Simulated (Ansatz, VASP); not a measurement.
# Se: VASP beside Ansatz

Contents of INCAR:

```
  ALGO = Normal
  EDIFF = 1E-6
  ENCUT = 520
  GGA = PS
  ISIF = 2
  ISMEAR = -1
  LASPH = True
  LCHARG = False
  LREAL = False
  LWAVE = False
  NBANDS = 16
  NELM = 60
  PREC = Accurate
  SIGMA = 0.03
```

File KPOINTS:

```
k-points
0
Gamma
  6 6 5
```

File POSCAR:

```
Se
1.0
    4.3661999489      0.0000000000      0.0000000000
   -2.1830999745      3.7812400738      0.0000000000
    0.0000000000      0.0000000000      5.0526720000
Se
3
Direct
    0.2254000000      0.0000000000      0.3333333333
    0.0000000000      0.2254000000      0.6666666667
    0.7746000000      0.7746000000      0.0000000000
```

Input for Ansatz:

```yaml
crystal:
  lattice:
    - [4.3661999489, 0.0, 0.0]
    - [-2.1830999745, 3.7812400738, 0.0]
    - [0.0, 0.0, 5.052672]
  atoms:
    - { symbol: Se, position: [0.2254, 0.0, 0.3333333333] }
    - { symbol: Se, position: [0.0, 0.2254, 0.6666666667] }
    - { symbol: Se, position: [0.7746, 0.7746, 0.0] }
kpoints:
  mp_grid: { grid: [6, 6, 5] }
  band_path:
    path:
      - [0.0, 0.0, 0.0]
      - [0.5, 0.0, 0.0]
      - [0.3333333333, 0.3333333333, 0.0]
      - [0.0, 0.0, 0.0]
      - [0.0, 0.0, 0.5]
      - [0.5, 0.0, 0.5]
      - [0.3333333333, 0.3333333333, 0.5]
      - [0.0, 0.0, 0.5]
      - [0.5, 0.0, 0.5]
    npoints: 5
scf:
  occupations: { method: fermi_dirac, width: 0.03 }
hamiltonian:
  xc: pbesol
  pseudopotentials: { kind: all_electron, lapw: { basis_error: 0.001 } }
output:
  forces: true
  stress: true
  eigenvalues: true
```

Change from the starting cell: zz strain of +2 %.

Alike in both runs: task single point; functional PBEsol; k mesh 6 × 6 × 5; occupations fermi-dirac, width 0.03 eV; no spin polarisation.

```csv
,VASP,Ansatz
version,VASP 6.6.1,Ansatz 0.2.0
potentials or method,"VASP PAW PBE potentials, release 64 (Se), cutoff 520 eV","all-electron LAPW, scalar-relativistic"
```

VASP gave:

| Item | Value |
| --- | --- |
| gap on the k mesh at the Fermi level (eV) | 1.27 |
| pressure (GPa) | -1.2 |
| traceless stress, the component that is largest in VASP (GPa) | 0.06 |
| rms of the force components (eV/Å) | 0.061 |

Problem. Estimate Ansatz's values.

Solution. gap on the k mesh at the Fermi level (eV): 1.28; pressure (GPa): -1.3; traceless stress, the component that is largest in VASP (GPa): -0.01; rms of the force components (eV/Å): 0.035.

VASP's potentials were made for PBE, not for PBEsol. Atom by atom the forces differ by 0.026 eV/Å (rms over components). Ansatz ran all-electron here, and VASP with PAW potentials.
